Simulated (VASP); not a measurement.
# LiCl (F-43m) in VASP: notebook, part 2 of 2

VASP 6.6.1.

## (4) Single point, PBE (volume scaled by 0.97)

INCAR

```
SYSTEM = LiCl
PREC = Accurate
ENCUT = 520
EDIFF = 1E-6
ISMEAR = 0
SIGMA = 0.02
LREAL = .FALSE.
LASPH = .TRUE.
NELM = 60
ALGO = Normal
ISIF = 2
LWAVE = .FALSE.
LCHARG = .FALSE.
GGA = PE
NBANDS = 12
```

KPOINTS

```
Automatic mesh
0
G
  8 8 8
  0 0 0
```

POSCAR

```
LiCl
1.0
    0.0000000000      2.7299671230      2.7299671230
    2.7299671230      0.0000000000      2.7299671230
    2.7299671230      2.7299671230      0.0000000000
Li Cl
1 1
Direct
    0.0000000000      0.0000000000      0.0000000000
    0.2500000000      0.2500000000      0.2500000000
```

Potentials or basis: VASP PAW PBE potentials, release 64 (Li_sv, Cl).

Run with:

```sh
$ cat potpaw_PBE.64/Li_sv/POTCAR potpaw_PBE.64/Cl/POTCAR > POTCAR
$ mpirun -np 1 vasp_std > vasp.out
```

OUTCAR:

```text
SYSTEM = LiCl
   PREC = Accurate
   ENCUT = 520
   EDIFF = 1E-6
   ISMEAR = 0
   LREAL = .FALSE.
   LASPH = .TRUE.
   NELM = 60
   ISIF = 2
   GGA = PE

 ion  position               nearest neighbor table
   1  0.000  0.000  0.000-   2 2.36   2 2.36   2 2.36   2 2.36
   2  0.250  0.250  0.250-   1 2.36   1 2.36   1 2.36   1 2.36

  LATTYP: Found a face centered cubic cell.
 ALAT       =     5.4599342460

  Lattice vectors:

 A1 = (   0.0000000000,   2.7299671230,   2.7299671230)
 A2 = (   2.7299671230,   0.0000000000,   2.7299671230)
 A3 = (   2.7299671230,   2.7299671230,   0.0000000000)

Analysis of symmetry for initial positions (statically):
=====================================================================
 Subroutine PRICEL returns:
 Original cell was already a primitive cell.

 Routine SETGRP: Setting up the symmetry group for a
 face centered cubic supercell.

 Subroutine GETGRP returns: Found 24 space group operations
 (whereof 24 operations were pure point group operations)
 out of a pool of 48 trial point group operations.

The static configuration has the point symmetry T_d .

Analysis of symmetry for dynamics (positions and initial velocities):
[... 169 lines left out ...]
      1     -43.9537      2.00000
      2     -13.8627      2.00000
      3      -1.1208      2.00000
      4      -1.1208      2.00000
      5      -1.1208      2.00000
      6       4.9463      0.00000
      7       9.0627      0.00000
      8       9.0628      0.00000
      9       9.0628      0.00000
     10      13.4265      0.00000
     11      13.4265      0.00000
     12      16.6225      0.00000
[... 331 lines left out ...]
 k-point    24 :      -0.3750    0.2500    0.1250
  band No.  band energies     occupation
      1     -43.9520      2.00000
      2     -13.5166      2.00000
      3      -2.9195      2.00000
      4      -1.9304      2.00000
      5      -1.6365      2.00000
      6       7.7188      0.00000
      7       8.1598      0.00000
      8      10.3651      0.00000
      9      10.5796      0.00000
     10      12.6933      0.00000
     11      14.7579      0.00000
     12      15.5978      0.00000

 [... further k-points ...]
[... 5 lines left out ...]
  --------------------------------------------------------------------------------------
  -------------------------------------------------------------------------------------
  Total        0.1791829      0.1791829      0.1791829     -0.0000000      0.0000000      0.0000000
  in kB        7.0551269      7.0551269      7.0551269     -0.0000000      0.0000000      0.0000000
  external PRESSURE =       7.0551269 kB  Pullay stress =       0.0000000 kB

 VOLUME and BASIS-vectors are now :
 -----------------------------------------------------------------------------
  energy-cutoff  :      520.00
  volume of cell :       40.69
      direct lattice vectors                 reciprocal lattice vectors
     0.000000000  2.729967123  2.729967123    -0.183152389  0.183152389  0.183152389
     2.729967123  0.000000000  2.729967123     0.183152389 -0.183152389  0.183152389
     2.729967123  2.729967123  0.000000000     0.183152389  0.183152389 -0.183152389

 POSITION                                       TOTAL-FORCE (eV/Angst)
 -----------------------------------------------------------------------------------
      0.00000      0.00000      0.00000        -0.000000      0.000000      0.000000
      1.36498      1.36498      1.36498         0.000000     -0.000000     -0.000000
 -----------------------------------------------------------------------------------
    total drift:                                0.000000      0.000000      0.000000

  FREE ENERGIE OF THE ION-ELECTRON SYSTEM (eV)
  ---------------------------------------------------
  free  energy   TOTEN  =        -7.4245147945 eV

  energy  without entropy=       -7.4245147945  energy(sigma->0) =       -7.42451479
```

Wall time 13 s (1 thread of AMD EPYC 7R43 (Zen 3), shared host); peak memory 0.13 GiB.

What came out:

```
Free energy            : -7.4245 eV
Band gap on the k mesh : 6.07 eV, direct
```

Caveat: the cutoff is under 1.25 times the usual one of these potentials, so pressure, stress and relaxed cells hold a basis-set (Pulay) error.

## (5) Single point, PBE (volume scaled by 1.03)

INCAR

```
SYSTEM = LiCl
  PREC = Accurate
  ENCUT = 520
  EDIFF = 1E-7
  ISMEAR = 0
  SIGMA = 0.02
  LREAL = .FALSE.
  LASPH = .TRUE.
  NELM = 100
  ALGO = Normal
  ISIF = 2
  LWAVE = .FALSE.
  LCHARG = .TRUE.
  GGA = PE
  LELF = .TRUE.
  LVHAR = .TRUE.
  NBANDS = 12
```

KPOINTS

```
regular mesh
0
G
  8 8 8
  0 0 0
```

POSCAR

```
LiCl
1.0
    0.0000000000      2.7851328369      2.7851328369
    2.7851328369      0.0000000000      2.7851328369
    2.7851328369      2.7851328369      0.0000000000
Li Cl
1 1
Direct
    0.0000000000      0.0000000000      0.0000000000
    0.2500000000      0.2500000000      0.2500000000
```

Run with:

```sh
$ cat potpaw_PBE.64/Li_sv/POTCAR potpaw_PBE.64/Cl/POTCAR > POTCAR
$ mpirun -np 1 vasp_std > vasp.out
```

Wall time 16 s (1 thread of AMD EPYC 7R43 (Zen 3), shared host); peak memory 0.13 GiB.

Results (log left out):

```
Free energy            : -7.4250 eV
Band gap on the k mesh : 5.86 eV, direct
```

Levels at points of the mesh, in eV from the valence-band top:
| k point | band 3 | band 4 | band 5 | band 6 | band 7 | band 8 |
| --- | --- | --- | --- | --- | --- | --- |
| (0.00, 0.00, 0.00) | 0.00 | 0.00 | 0.00 | 5.86 | 10.10 | 10.10 |
| (0.50, 0.00, 0.00) | -1.86 | -0.27 | -0.27 | 8.21 | 10.27 | 10.27 |
| (0.50, 0.50, 0.00) | -1.51 | -0.76 | -0.76 | 6.66 | 9.60 | 12.97 |

Caveat: the cutoff is under 1.25 times the usual one of these potentials, so pressure, stress and relaxed cells hold a basis-set (Pulay) error. A k mesh can miss the band edges.

## (6) Single point, PBE (volume scaled by 1.06)

INCAR

```
PREC     = Accurate       # precision mode
ENCUT    = 520            # plane-wave cutoff, eV
EDIFF    = 1E-7           # SCF threshold, eV
ISMEAR   = 0              # smearing method
SIGMA    = 0.02           # smearing width, eV
LREAL    = F              # projectors in reciprocal space
LASPH    = T              # aspherical terms in the spheres
NELM     = 100            # most SCF steps
ALGO     = Normal         # electronic algorithm
ISIF     = 2              # what is computed and relaxed
LWAVE    = F              # write WAVECAR
LCHARG   = F              # write CHGCAR
GGA      = PE             # functional
NBANDS   = 12             # bands
```

KPOINTS

```
regular mesh
0
Gamma
  8 8 8
```

POSCAR

```
LiCl
1.0
    0.0000000000      2.8119146033      2.8119146033
    2.8119146033      0.0000000000      2.8119146033
    2.8119146033      2.8119146033      0.0000000000
Li Cl
1 1
Direct
    0.0000000000      0.0000000000      0.0000000000
    0.2500000000      0.2500000000      0.2500000000
```

Potentials or basis: VASP PAW PBE potentials, release 64 (Li_sv, Cl).

Run with:

```sh
$ cat potpaw_PBE.64/Li_sv/POTCAR potpaw_PBE.64/Cl/POTCAR > POTCAR
$ mpirun -np 1 vasp_std > vasp.out
```

OUTCAR:

```text
PREC = Accurate
   ENCUT = 520
   EDIFF = 1E-7
   ISMEAR = 0
   LREAL = F
   LASPH = T
   NELM = 100
   ISIF = 2
   GGA = PE

 ion  position               nearest neighbor table
   1  0.000  0.000  0.000-   2 2.44   2 2.44   2 2.44   2 2.44
   2  0.250  0.250  0.250-   1 2.44   1 2.44   1 2.44   1 2.44

  LATTYP: Found a face centered cubic cell.
 ALAT       =     5.6238292066

  Lattice vectors:

 A1 = (   0.0000000000,   2.8119146033,   2.8119146033)
 A2 = (   2.8119146033,   0.0000000000,   2.8119146033)
 A3 = (   2.8119146033,   2.8119146033,   0.0000000000)

Analysis of symmetry for initial positions (statically):
=====================================================================
 Subroutine PRICEL returns:
 Original cell was already a primitive cell.

 Routine SETGRP: Setting up the symmetry group for a
 face centered cubic supercell.

 Subroutine GETGRP returns: Found 24 space group operations
 (whereof 24 operations were pure point group operations)
 out of a pool of 48 trial point group operations.

The static configuration has the point symmetry T_d .

Analysis of symmetry for dynamics (positions and initial velocities):
=====================================================================
 Subroutine PRICEL returns:
 Original cell was already a primitive cell.

 Routine SETGRP: Setting up the symmetry group for a
 face centered cubic supercell.

 Subroutine GETGRP returns: Found 24 space group operations
 (whereof 24 operations were pure point group operations)
 out of a pool of 48 trial point group operations.

The dynamic configuration has the point symmetry T_d .

 Subroutine INISYM returns: Found 24 space group operations
 (whereof 24 operations are pure point group operations),
 and found     1 'primitive' translations

----------------------------------------------------------------------------------------

                                     Primitive cell
[... 114 lines left out ...]
  Thomas-Fermi vector in A             =   2.127577
   LORBIT       =      0    0 simple, 1 ext, 2 COOP (PROOUT), +10 PAW based schemes
   GGA     = PE    functional components
   LHFCALC =     F    Hartree Fock is set to
   AEXX    =    0.0000 exact exchange contribution
   IVDW    =     0    specifies the selected vdW correction
   LEPSILON=     F    determine dielectric tensor
   LRPA    =     F    only Hartree local field effects (RPA)
 non-spin polarized calculation
 Gauss-broadening in eV      SIGMA  =   0.02
  energy-cutoff  :      520.00
  volume of cell :       44.47
 maximum number of plane-waves:      1243
 NGX is ok and might be reduce to    30
   NGX = 15   NGY = 15   NGZ = 15

 number of electron      10.0000005 magnetization

 Free energy of the ion-electron system (eV)
  ---------------------------------------------------
  ext. energy  EPLUGINS =         0.00000000
  ---------------------------------------------------
  free energy    TOTEN  =        -7.41740648 eV

  energy without entropy =       -7.41740648  energy(sigma->0) =       -7.41740648

 E-fermi :  -1.4094     XC(G=0):  -7.3931

 val. band max:       -1.6062612164   @ k =   0.0000   0.0000   0.0000
 cond. band min:       4.1619774894   @ k =   0.0000   0.0000   0.0000
 fundamental gap:      5.7682387058
 Fermi energy:        -1.4094306483

 k-point     1 :       0.0000    0.0000    0.0000
  band No.  band energies     occupation
      1     -44.6581      2.00000
      2     -14.1638      2.00000
      3      -1.6063      2.00000
      4      -1.6063      2.00000
      5      -1.6063      2.00000
      6       4.1620      0.00000
      7       8.4515      0.00000
      8       8.4515      0.00000
      9       8.4515      0.00000
     10      12.6766      0.00000
     11      12.6766      0.00000
     12      15.5785      0.00000
[... 331 lines left out ...]
 k-point    24 :      -0.3750    0.2500    0.1250
  band No.  band energies     occupation
      1     -44.6569      2.00000
      2     -13.8879      2.00000
      3      -3.1652      2.00000
      4      -2.3107      2.00000
      5      -2.0476      2.00000
      6       7.0912      0.00000
      7       7.3971      0.00000
      8       9.5940      0.00000
      9       9.6103      0.00000
     10      11.7775      0.00000
     11      13.7615      0.00000
     12      14.5904      0.00000

 [... further k-points ...]
[... 5 lines left out ...]
  --------------------------------------------------------------------------------------
  -------------------------------------------------------------------------------------
  Total       -0.3683354     -0.3683354     -0.3683354      0.0000000      0.0000000      0.0000000
  in kB      -13.2714272    -13.2714272    -13.2714272      0.0000000      0.0000000      0.0000000
  external PRESSURE =     -13.2714272 kB  Pullay stress =       0.0000000 kB

 VOLUME and BASIS-vectors are now :
 -----------------------------------------------------------------------------
  energy-cutoff  :      520.00
  volume of cell :       44.47
      direct lattice vectors                 reciprocal lattice vectors
     0.000000000  2.811914603  2.811914603    -0.177814788  0.177814788  0.177814788
     2.811914603  0.000000000  2.811914603     0.177814788 -0.177814788  0.177814788
     2.811914603  2.811914603  0.000000000     0.177814788  0.177814788 -0.177814788

 POSITION                                       TOTAL-FORCE (eV/Angst)
 -----------------------------------------------------------------------------------
      0.00000      0.00000      0.00000        -0.000000     -0.000000     -0.000000
      1.40596      1.40596      1.40596         0.000000      0.000000      0.000000
 -----------------------------------------------------------------------------------
    total drift:                                0.000000      0.000000      0.000000

  FREE ENERGIE OF THE ION-ELECTRON SYSTEM (eV)
  ---------------------------------------------------
  free  energy   TOTEN  =        -7.4174064750 eV

  energy  without entropy=       -7.4174064750  energy(sigma->0) =       -7.41740648
```

OSZICAR:

```text
N       E                     dE             d eps       ncg     rms          rms(c)
DAV:   1     0.463432568319E+02    0.46343E+02   -0.39448E+03   696   0.748E+02
DAV:   2    -0.405034000821E+01   -0.50394E+02   -0.48071E+02   836   0.145E+02
DAV:   3    -0.743574601737E+01   -0.33854E+01   -0.33756E+01   940   0.395E+01
DAV:   4    -0.753646648173E+01   -0.10072E+00   -0.10067E+00  1060   0.672E+00
DAV:   5    -0.753728065809E+01   -0.81418E-03   -0.81416E-03   948   0.609E-01    0.231E+00
DAV:   6    -0.739976434590E+01    0.13752E+00   -0.32181E-01   776   0.236E+00    0.169E+00
DAV:   7    -0.740385776152E+01   -0.40934E-02   -0.83123E-02   848   0.134E+00    0.101E+00
DAV:   8    -0.741677009676E+01   -0.12912E-01   -0.15736E-02   800   0.759E-01    0.200E-01
DAV:   9    -0.741688826201E+01   -0.11817E-03   -0.33792E-04  1056   0.126E-01    0.103E-01
DAV:  10    -0.741740316800E+01   -0.51491E-03   -0.79357E-04   852   0.151E-01    0.476E-02
DAV:  11    -0.741740210790E+01    0.10601E-05   -0.17398E-05   952   0.257E-02    0.719E-03
DAV:  12    -0.741740600848E+01   -0.39006E-05   -0.34933E-06   860   0.117E-02    0.956E-04
DAV:  13    -0.741740650830E+01   -0.49982E-06   -0.61561E-07   920   0.459E-03    0.869E-04
DAV:  14    -0.741740647501E+01    0.33285E-07   -0.30736E-08   864   0.131E-03
   1 F= -.74174065E+01 E0= -.74174065E+01  d E =-.570682E-46
```

It took 14 s on 1 thread of AMD EPYC 7R43 (Zen 3), shared host; peak memory 0.13 GiB.

Results:

```yaml
Free_energy: -7.4174 eV
Band_gap_on_the_k_mesh: 5.77 eV, direct
```

Caveat: the cutoff is under 1.25 times the usual one of these potentials, so pressure, stress and relaxed cells hold a basis-set (Pulay) error. A k mesh can miss the band edges.

## (7) The runs side by side

```tsv
cell	gap on the mesh (eV)
a = 3.779 Å, angles 60.0°, 2 atoms	6.30
a = 3.900 Å, angles 60.0°, 2 atoms	5.96
a = 3.861 Å, angles 60.0°, 2 atoms	6.07
a = 3.939 Å, angles 60.0°, 2 atoms	5.86
a = 3.977 Å, angles 60.0°, 2 atoms	5.77
```

Alike in all rows: task single point; level PBE; potentials or basis VASP PAW PBE potentials, release 64 (Li_sv, Cl); no spin polarisation; k mesh 8 × 8 × 8; cutoff (eV) 520; smearing gaussian 0.02 eV.

Caveats: the cutoff is under 1.25 times the usual one of these potentials, so pressure, stress and relaxed cells hold a basis-set (Pulay) error.

Absolute energies hang on the potentials; compare differences alone.
